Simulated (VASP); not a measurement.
Write the native input for VASP 6.6.1 that does the following.

* Task: single point
* Functional: r2SCAN
* Potentials or basis: VASP PAW PBE potentials, release 64 (Si, C)
* Cutoff: 520 eV
* k mesh: 12 × 12 × 12
* Occupations: gaussian, width 0.05 eV
* Spin: no spin polarisation
* Dipole correction: no
* Further INCAR settings: ALGO = Normal; EDIFF = 1e-07; NBANDS = 11

Crystal: SiC.

```
Si C
1.0
     0.00000    2.20378    2.11563
     2.20378    0.00000    2.11563
     2.20378    2.20378    0.00000
Si C
1 1
Direct
  0.00000 0.00000 0.00000
  0.75000 0.75000 0.75000
```

This cell differs from its parent crystal: ratio of the length along z to the lengths across it x 0.96, volume and fractional coordinates fixed.

These files were run (other wordings do the same):

POSCAR

```
SiC
1.0
    0.0000000000      2.2037845231      2.1156331421
    2.2037845231      0.0000000000      2.1156331421
    2.2037845231      2.2037845231      0.0000000000
Si C
1 1
Direct
    0.0000000000      0.0000000000      0.0000000000
    0.7500000000      0.7500000000      0.7500000000
```

INCAR.step1

```
  ALGO = Normal
  EDIFF = 1E-4
  ENCUT = 520
  GGA = PE
  ISMEAR = 0
  LASPH = T
  LCHARG = F
  LREAL = F
  LWAVE = T
  NBANDS = 11
  NELM = 100
  PREC = Accurate
  SIGMA = 0.05
```

INCAR.step2

```
  ALGO = Normal
  EDIFF = 1E-7
  ENCUT = 520
  ISIF = 2
  ISMEAR = 0
  ISTART = 1
  LASPH = T
  LCHARG = F
  LMIXTAU = T
  LREAL = F
  LWAVE = F
  METAGGA = R2SCAN
  NBANDS = 11
  NELM = 100
  PREC = Accurate
  SIGMA = 0.05
```

KPOINTS

```
k-points
0
Gamma
  12 12 12
```

Potentials or basis: VASP PAW PBE potentials, release 64 (Si, C).

Launch:

```sh
$ cat potpaw_PBE.64/Si/POTCAR potpaw_PBE.64/C/POTCAR > POTCAR
$ cp INCAR.step1 INCAR
$ mpirun -np 1 vasp_std > vasp.out
$ cp INCAR.step2 INCAR
$ mpirun -np 1 vasp_std > vasp.out
```

Results of the run:

```
Pressure               : 1.0 GPa
Band gap on the k mesh : 1.29 eV (least direct gap 5.02 eV)
```

Caveat: the stress differs along the axes, from -3 to 8 GPa; the PAW data sets were made with another functional, which shifts forces and pressure a little.

Wall time 44 s on 1 thread of Intel(R) Xeon(R) 6975P-C (Granite Rapids), on a shared host, peak memory 0.16 GiB.
